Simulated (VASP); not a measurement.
Write the native input for VASP 6.6.1 that does the following.

```
Task                   : single point
Functional             : LDA
Potentials or basis    : VASP PAW LDA potentials, release 64 (Cu, O)
Cutoff                 : 520 eV
k mesh                 : 11 × 11 × 10
Occupations            : fermi-dirac, width 0.05 eV
Spin                   : no spin polarisation
Dipole correction      : no
Further INCAR settings : ALGO = Normal; EDIFF = 1e-07; NBANDS = 16
```

The structure of CuO lies in POSCAR:

```
CuO
1.0
    2.7951916665     -0.0000000028      0.0000000000
   -1.3975958308      2.4207069931      0.0000000000
    0.0000000000      0.0000000000      2.6197910089
Cu O
1 1
Direct
    0.0000000000      0.0000000000      0.0000000000
    0.6666666667      0.3333333333      0.5000000000
```

These files were run (other wordings do the same):

INCAR

```
ALGO = Normal
EDIFF = 1E-7
ENCUT = 520
ISIF = 2
ISMEAR = -1
LASPH = T
LCHARG = F
LREAL = F
LWAVE = F
NBANDS = 16
NELM = 60
PREC = Accurate
SIGMA = 0.05
```

KPOINTS

```
k-points
0
Gamma
  11 11 10
```

Potentials or basis: VASP PAW LDA potentials, release 64 (Cu, O).

The run is started by

```bash
$ cat potpaw_LDA.64/Cu/POTCAR potpaw_LDA.64/O/POTCAR > POTCAR
$ mpirun -np 1 vasp_std > vasp.out
```

Results of the run:

```
Pressure               : 0.6 GPa
Band gap on the k mesh : zero (an odd number of electrons rules out a gap without spin polarisation)
```

Caveat: an odd number of electrons without spin polarisation forces a metal; a magnetic or distorted state may lie lower; semilocal functionals often make such compounds metallic where correlation or magnetic order opens a gap, which also shifts bond lengths.

It took 21 s on 1 thread of Intel Xeon 8259CL (shared host), peak memory 0.14 GiB.
